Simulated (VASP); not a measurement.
# MgS (P6_3mc) in VASP: notebook

MgS is run at these levels: HSE06, r2SCAN, PBE; tasks: single point.

Program: VASP 6.6.1. These are calculated values, not measurements. Logs are shortened: lines on timing, memory, paths and dates and some standing lists are left out, and cuts for length are marked.

### 1 The cell of the first run

The structure is hexagonal, space group P6_3mc (No. 186). Conventional cell: a = 4.029 Å, b = 4.029 Å, c = 6.279 Å, α = 90.00°, β = 90.00°, γ = 120.00°. Within 3.2 Å of Mg (site symmetry 3m) lie 4 S at 2.43 Å. S (site symmetry 3m) has 4 Mg at 2.43 Å within 3.2 Å.

### 2 Single point, HSE06 (uniaxial z strain -2.7%)

POSCAR reads:

```
MgS
1.0
    4.0286256320      0.0000000000      0.0000000000
   -2.0143128160      3.4888921397      0.0000000000
    0.0000000000      0.0000000000      6.2788332940
Mg S
2 2
Direct
    0.3333333333      0.6666666667     -0.0062844843
    0.6666666667      0.3333333333      0.4937155157
    0.3333333333      0.6666666667      0.3812844843
    0.6666666667      0.3333333333      0.8812844843
```

INCAR.step1 reads:

```
SYSTEM = MgS
PREC = Accurate
ENCUT = 520
EDIFF = 1E-5
ISMEAR = 0
SIGMA = 0.01
LREAL = .FALSE.
LASPH = .TRUE.
NELM = 100
ALGO = Normal
ISIF = 2
LWAVE = .TRUE.
LCHARG = .FALSE.
GGA = PE
NBANDS = 16
```

INCAR.step2 reads:

```
SYSTEM = MgS
PREC = Accurate
ENCUT = 520
EDIFF = 1E-6
ISMEAR = 0
SIGMA = 0.01
LREAL = .FALSE.
LASPH = .TRUE.
NELM = 100
ALGO = Normal
ISIF = 2
LWAVE = .FALSE.
LCHARG = .FALSE.
GGA = PE
LHFCALC = .TRUE.
HFSCREEN = 0.2079
PRECFOCK = Normal
ISTART = 1
NBANDS = 16
```

KPOINTS reads:

```
Automatic mesh
0
G
  6 6 4
  0 0 0
```

Potentials or basis: VASP PAW PBE potentials, release 64 (Mg, S).

Launch:

```
cat potpaw_PBE.64/Mg/POTCAR potpaw_PBE.64/S/POTCAR > POTCAR
cp INCAR.step1 INCAR
mpirun -np 1 vasp_std > vasp.out
cp INCAR.step2 INCAR
mpirun -np 1 vasp_std > vasp.out
```

OUTCAR:

```text
SYSTEM = MgS
   PREC = Accurate
   ENCUT = 520
   EDIFF = 1E-6
   ISMEAR = 0
   LREAL = .FALSE.
   LASPH = .TRUE.
   NELM = 100
   ISIF = 2
   GGA = PE
   LHFCALC = .TRUE.
   HFSCREEN = 0.2079
   PRECFOCK = Normal
   ISTART = 1

 ion  position               nearest neighbor table
   1  0.333  0.667  0.994-   4 2.43   4 2.43   4 2.43   3 2.43
   2  0.667  0.333  0.494-   3 2.43   3 2.43   3 2.43   4 2.43
   3  0.333  0.667  0.381-   2 2.43   2 2.43   2 2.43   1 2.43
   4  0.667  0.333  0.881-   1 2.43   1 2.43   1 2.43   2 2.43

  LATTYP: Found a hexagonal cell.
 ALAT       =     4.0286256320
 C/A-ratio  =     1.5585546704

  Lattice vectors:

 A1 = (   4.0286256320,   0.0000000000,   0.0000000000)
 A2 = (  -2.0143128160,   3.4888921397,   0.0000000000)
 A3 = (   0.0000000000,   0.0000000000,   6.2788332940)

Analysis of symmetry for initial positions (statically):
=====================================================================
 Subroutine PRICEL returns:
 Original cell was already a primitive cell.

 Routine SETGRP: Setting up the symmetry group for a
 hexagonal supercell.

 Subroutine GETGRP returns: Found 12 space group operations
 (whereof  6 operations were pure point group operations)
 out of a pool of 24 trial point group operations.

The static configuration has the point symmetry C_3v.
 The point group associated with its full space group is C_6v.

Analysis of symmetry for dynamics (positions and initial velocities):
=====================================================================
 Subroutine PRICEL returns:
 Original cell was already a primitive cell.

 Routine SETGRP: Setting up the symmetry group for a
 hexagonal supercell.

 Subroutine GETGRP returns: Found 12 space group operations
 (whereof  6 operations were pure point group operations)
 out of a pool of 24 trial point group operations.

The dynamic configuration has the point symmetry C_3v.
 The point group associated with its full space group is C_6v.

 Subroutine INISYM returns: Found 12 space group operations
 (whereof  6 operations are pure point group operations),
 and found     1 'primitive' translations

----------------------------------------------------------------------------------------

                                     Primitive cell

  volume of cell :      88.2518

  direct lattice vectors                    reciprocal lattice vectors
     4.028625632  0.000000000  0.000000000     0.248223611  0.143311968  0.000000000
    -2.014312816  3.488892140  0.000000000     0.000000000  0.286623937  0.000000000
     0.000000000  0.000000000  6.278833294     0.000000000  0.000000000  0.159265257

  length of vectors
     4.028625632  4.028625632  6.278833294     0.286623937  0.286623937  0.159265257

  position of ions in fractional coordinates (direct lattice)
     0.333333333  0.666666667  0.993715516
     0.666666667  0.333333333  0.493715516
     0.333333333  0.666666667  0.381284484
     0.666666667  0.333333333  0.881284484

  ion indices of the primitive-cell ions
   primitive index   ion index
                 1           1
                 2           2
                 3           3
                 4           4

----------------------------------------------------------------------------------------

 KPOINTS: Automatic mesh

Automatic generation of k-mesh.
 Grid dimensions read from file:
 generate k-points for:    6    6    4

 Generating k-lattice:

  Cartesian coordinates                     Fractional coordinates (reciprocal lattice)
     0.041370602  0.023885328  0.000000000     0.166666667  0.000000000  0.000000000
     0.000000000  0.047770656  0.000000000     0.000000000  0.166666667  0.000000000
     0.000000000  0.000000000  0.039816314     0.000000000  0.000000000  0.250000000

  Length of vectors
     0.047770656  0.047770656  0.039816314

  Shift w.r.t. Gamma in fractional coordinates (k-lattice)
     0.000000000  0.000000000  0.000000000

 Subroutine IBZKPT returns following result:
 ===========================================

 Found     21 irreducible k-points:

 Following reciprocal coordinates:
            Coordinates               Weight
  0.000000  0.000000  0.000000      1.000000
  0.166667  0.000000  0.000000      6.000000
  0.333333  0.000000  0.000000      6.000000
  0.500000  0.000000  0.000000      3.000000
  0.166667  0.166667  0.000000      6.000000
  0.333333  0.166667  0.000000     12.000000
[... 13 lines left out ...]
  0.333333  0.166667  0.500000     12.000000
  0.333333  0.333333  0.500000      2.000000
   k-points           NKPTS =     21   k-points in BZ     NKDIM =    144   number of bands    NBANDS=     16
   number of dos      NEDOS =    301   number of ions     NIONS =      4
   total plane-waves  NPLWV =  43200
   dimension x,y,z NGX =    30 NGY =   30 NGZ =   48
   dimension x,y,z NGXF=    60 NGYF=   60 NGZF=   96
   ions per type =               2   2
   NGX,Y,Z   is equivalent  to a cutoff of  12.38, 12.38, 12.71 a.u.
   NGXF,Y,Z  is equivalent  to a cutoff of  24.76, 24.76, 25.42 a.u.
 SYSTEM =  MgS
   PREC   = accura    normal or accurate (medium, high low for compatibility)
   ISTART =      1    job   : 0-new  1-cont  2-samecut
   ICHARG =      0    charge: 1-file 2-atom 10-const
   ISPIN  =      1    spin polarized calculation?
   LNONCOLLINEAR =      F non collinear calculations
   LSORBIT =      F    spin-orbit coupling
   LASPH  =      T    aspherical Exc in radial PAW
   ENCUT  =  520.0 eV  38.22 Ry    6.18 a.u.   7.49  7.49 11.67*2*pi/ulx,y,z
   NELM   =    100;   NELMIN=  2; NELMDL=  0     # of ELM steps
   EDIFF  = 0.1E-05   stopping-criterion for ELM
   LREAL  =      F    real-space projection
   EDIFFG = 0.1E-04   stopping-criterion for IOM
   NSW    =      0    number of steps for IOM
   IBRION =     -1    ionic relax: 0-MD 1-quasi-New 2-CG
   NFREE  =      0    steps in history (QN), initial steepest desc. (CG)
   ISIF   =      2    stress and relaxation
   ISYM   =      3    0-nonsym 1-usesym 2-fastsym
   POTIM  = 0.5000    time-step for ionic-motion
   TEBEG  =    0.0;   TEEND  =   0.0 temperature during run
   PSTRESS=    0.0 pullay stress
   NELECT =      16.0000    total number of electrons
   NUPDOWN=      -1.0000    fix difference up-down
   EMIN   =  10.00;   EMAX   =-10.00  energy-range for DOS
   EFERMI =   0.00;   METHOD = LEGACY
   ISMEAR =     0;   SIGMA  =   0.01  broadening in eV -4-tet -1-fermi 0-gaus
   EFERMI_NEDOS =   21; number of points for ismear=-14 and -15
   IALGO  =     38    algorithm
   IMIX   =      1    mixing-type and parameters
     AMIX     =   0.40;   BMIX     =  1.00
     AMIX_MAG =   1.60;   BMIX_MAG =  1.00
  volume/ion in A,a.u.               =      22.06       148.89
  Fermi-wavevector in a.u.,A,eV,Ry     =   0.926560  1.750945 11.680792  0.858514
  Thomas-Fermi vector in A             =   2.052536
   LORBIT       =      0    0 simple, 1 ext, 2 COOP (PROOUT), +10 PAW based schemes
   GGA     = PE    functional components
   LHFCALC =     T    Hartree Fock is set to
   PRECFOCK=normal    Normal, Fast or Accurate (Low or Medium for compatibility)
   ENCUT4O =  -1.0   cutoff for four orbital integrals eV
   NKREDX  =     1    reduce k-point grid by
   NKREDY  =     1    reduce k-point grid by
   NKREDZ  =     1    reduce k-point grid by
   AEXX    =    0.2500 exact exchange contribution
   HFSCREEN=    0.2079 screening length (either q_TF or 0.3 A-1)
   HFSCREENC=   0.2079 screening length for correlation (either q_TF or 0.3 A-1)
   ENCUTFOCK=  -1.0 apply spherical cutoff to Coloumb kernel
   IVDW    =     0    specifies the selected vdW correction
   LEPSILON=     F    determine dielectric tensor
   LRPA    =     F    only Hartree local field effects (RPA)
 non-spin polarized calculation
 Gauss-broadening in eV      SIGMA  =   0.01
  energy-cutoff  :      520.00
  volume of cell :       88.25
 maximum number of plane-waves:      2396
 NGX is ok and might be reduce to    30
  NGX = 24; NGY = 24; NGZ = 36

 number of electron      16.0000002 magnetization

 Free energy of the ion-electron system (eV)
  ---------------------------------------------------
  ext. energy  EPLUGINS =         0.00000000
  ---------------------------------------------------
  free energy    TOTEN  =       -19.71424981 eV

  energy without entropy =      -19.71424981  energy(sigma->0) =      -19.71424981

 E-fermi :   0.8178     XC(G=0):  -7.0964

 val. band max:        0.7331867602   @ k =   0.0000   0.0000   0.0000
 cond. band min:       5.2788487499   @ k =   0.0000   0.0000   0.0000
 fundamental gap:      4.5456619898
 Fermi energy:         0.8178146642

 k-point     1 :       0.0000    0.0000    0.0000
  band No.  band energies     occupation
      1     -12.0333      2.00000
      2     -11.1350      2.00000
      3      -2.9262      2.00000
      4      -0.0795      2.00000
      5      -0.0795      2.00000
      6       0.4427      2.00000
[... 8 lines left out ...]
     15      10.4337      0.00000
     16      11.1531      0.00000

 k-point     2 :       0.1667    0.0000    0.0000
  band No.  band energies     occupation
      1     -11.8827      2.00000
      2     -11.0693      2.00000
      3      -2.6898      2.00000
      4      -0.8747      2.00000
      5      -0.3623      2.00000
      6      -0.3056      2.00000
[... 8 lines left out ...]
     15      10.5423      0.00000
     16      10.8523      0.00000

 k-point     3 :       0.3333    0.0000    0.0000
  band No.  band energies     occupation
      1     -11.5215      2.00000
      2     -10.9659      2.00000
      3      -2.2269      2.00000
      4      -1.9649      2.00000
      5      -1.5107      2.00000
      6      -0.6669      2.00000
[... 8 lines left out ...]
     15      10.8134      0.00000
     16      12.0332      0.00000
[... 305 lines left out ...]
 k-point    20 :       0.3333    0.1667    0.5000
  band No.  band energies     occupation
      1     -11.1164      2.00000
      2     -11.1164      2.00000
      3      -2.6146      2.00000
      4      -2.6146      2.00000
      5      -0.9752      2.00000
      6      -0.9752      2.00000
[... 8 lines left out ...]
     15      11.3929      0.00000
     16      11.3929      0.00000

 k-point    21 :       0.3333    0.3333    0.5000
  band No.  band energies     occupation
      1     -11.0463      2.00000
      2     -11.0463      2.00000
      3      -2.5013      2.00000
      4      -2.5013      2.00000
      5      -1.5760      2.00000
      6      -1.5760      2.00000
[... 8 lines left out ...]
     15      11.2173      0.00000
     16      11.2173      0.00000

------------------------ aborting loop because EDIFF is reached ----------------------------------------

  FORCE on cell =-STRESS in cart. coord.  units (eV):
  Direction    XX          YY          ZZ          XY          YZ          ZX
  --------------------------------------------------------------------------------------
  -------------------------------------------------------------------------------------
  Total        0.6272303      0.6272303      1.1670575      0.0000000      0.0000000      0.0000000
  in kB       11.3871280     11.3871280     21.1874868      0.0000000      0.0000000      0.0000000
  external PRESSURE =      14.6539143 kB  Pullay stress =       0.0000000 kB

 VOLUME and BASIS-vectors are now :
 -----------------------------------------------------------------------------
  energy-cutoff  :      520.00
  volume of cell :       88.25
      direct lattice vectors                 reciprocal lattice vectors
     4.028625632  0.000000000  0.000000000     0.248223611  0.143311968  0.000000000
    -2.014312816  3.488892140  0.000000000     0.000000000  0.286623937  0.000000000
     0.000000000  0.000000000  6.278833294     0.000000000  0.000000000  0.159265257

 POSITION                                       TOTAL-FORCE (eV/Angst)
 -----------------------------------------------------------------------------------
     -0.00000      2.32593      6.23937        -0.000000      0.000000      0.000052
      2.01431      1.16296      3.09996         0.000000      0.000000      0.000052
     -0.00000      2.32593      2.39402        -0.000000     -0.000000     -0.000052
      2.01431      1.16296      5.53344        -0.000000      0.000000     -0.000052
 -----------------------------------------------------------------------------------
    total drift:                                0.000000      0.000000      0.000400

  FREE ENERGIE OF THE ION-ELECTRON SYSTEM (eV)
  ---------------------------------------------------
  free  energy   TOTEN  =       -19.7142498075 eV

  energy  without entropy=      -19.7142498075  energy(sigma->0) =      -19.71424981
```

Run time: 28 min. Hardware: 1 thread of AMD EPYC 9R45 (Zen 5), shared host; peak memory 0.32 GiB.

Results:

* Free energy: -19.7142 eV
* Pressure: 1.5 GPa
* Band gap on the k mesh: 4.55 eV, direct

Stress tensor (GPa, compression positive):
```
1.14 0.00 0.00
0.00 1.14 0.00
0.00 0.00 2.12
```

Levels at points of the mesh, in eV from the valence-band top:
```tsv
k point	band 4	band 5	band 6	band 7	band 8	band 9	band 10	band 11	band 12	band 13
(0.00, 0.00, 0.00)	-0.81	-0.81	-0.29	-0.29	0.00	4.55	5.65	8.54	8.54	9.68
(0.50, 0.00, 0.00)	-2.75	-2.19	-1.55	-1.10	-0.61	5.61	6.26	6.97	8.57	9.62
(0.00, 0.00, 0.50)	-2.13	-0.56	-0.56	-0.56	-0.56	6.01	6.01	8.68	8.68	8.68
(0.50, 0.00, 0.50)	-3.57	-1.13	-1.13	-0.92	-0.92	5.65	5.65	7.42	7.42	10.52
```

Caveat: the cell differs from its parent crystal (uniaxial z strain -2.7%); the PAW data sets were made with another functional, which shifts forces and pressure a little.

### 3 Single point, r2SCAN (uniaxial z strain -2.7%)

POSCAR is that of step 2.

INCAR.step1 reads:

```
SYSTEM = MgS
  PREC = Accurate
  ENCUT = 520
  ISMEAR = 0
  SIGMA = 0.01
  LREAL = .FALSE.
  LASPH = .TRUE.
  NELM = 100
  NBANDS = 16
  GGA = PE
  ALGO = Normal
  EDIFF = 1E-4
  LWAVE = .TRUE.
  LCHARG = .FALSE.
```

INCAR.step2 reads:

```
SYSTEM = MgS
  PREC = Accurate
  ENCUT = 520
  EDIFF = 1E-6
  ISMEAR = 0
  SIGMA = 0.01
  LREAL = .FALSE.
  LASPH = .TRUE.
  NELM = 100
  ALGO = Normal
  ISIF = 2
  LWAVE = .FALSE.
  LCHARG = .FALSE.
  METAGGA = R2SCAN
  LMIXTAU = .TRUE.
  NBANDS = 16
  ISTART = 1
```

KPOINTS reads:

```
regular mesh
0
G
  12 12 4
  0 0 0
```

Potentials or basis: VASP PAW PBE potentials, release 64 (Mg, S).

Launch:

```
cat potpaw_PBE.64/Mg/POTCAR potpaw_PBE.64/S/POTCAR > POTCAR
cp INCAR.step1 INCAR
mpirun -np 1 vasp_std > vasp.out
cp INCAR.step2 INCAR
mpirun -np 1 vasp_std > vasp.out
```

It took 2.7 min on 1 thread of AMD EPYC 9R45 (Zen 5), shared host; peak memory 0.22 GiB.

Results (log left out):

```yaml
Free_energy: -30.9214 eV
Pressure: 1.4 GPa
Largest_force: 0.003 eV/Å
Band_gap_on_the_k_mesh: 4.17 eV, direct
```

Forces on the atoms (eV/Å):
```
Mg   0.000  0.000  0.003
Mg   0.000  0.000  0.003
S    0.000  0.000 -0.003
S    0.000  0.000 -0.003
```

Stress tensor (GPa, compression positive):
```
0.99 0.00 0.00
0.00 0.99 0.00
0.00 0.00 2.08
```

Levels at points of the mesh, in eV from the valence-band top:
```
           k point  band 6  band 7  band 8  band 9  band 10  band 11
(0.00, 0.00, 0.00)   -0.29   -0.29    0.00    4.17     5.23     7.94
(0.50, 0.00, 0.00)   -1.46   -1.03   -0.58    5.10     5.71     6.46
(0.00, 0.00, 0.50)   -0.54   -0.54   -0.54    5.57     5.57     8.07
(0.50, 0.00, 0.50)   -1.06   -0.87   -0.87    5.14     5.14     6.90
```

Caveat: the cell differs from its parent crystal (uniaxial z strain -2.7%); the PAW data sets were made with another functional, which shifts forces and pressure a little. A k mesh can miss the band edges.

[end of part 1 of 2]
